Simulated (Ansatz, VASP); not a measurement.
One calculation of As, two programs

```
CELL_PARAMETERS angstrom
2.73637 0.00000 0.00000
0.00000 2.73637 0.00000
0.00000 0.00000 2.73637
ATOMIC_POSITIONS crystal
As 0.00000 0.00000 0.00000
```

Alike in both runs: task single point; functional BLYP; k mesh 13 × 13 × 13; occupations fermi-dirac, width 0.1 eV; no spin polarisation.

```csv
,VASP,Ansatz
version,VASP 6.6.1,Ansatz 0.2.0
potentials or method,"VASP PAW PBE potentials, release 64 (As), cutoff 520 eV","plane waves (420 eV) with PAW, scalar-relativistic"
valence electrons in the cell,5,15
```

|  | VASP | Ansatz | Ansatz less VASP |
| --- | --- | --- | --- |
| pressure (GPa) | 6.0 | 5.6 | -0.38 |

VASP's potentials were made for PBE, not for BLYP. The functional is the same, so the differences come from potentials, cutoffs and numerics. VASP's potentials hold 5 valence electrons a cell and Ansatz's 15, so a difference there can come from the potentials and not from the codes.
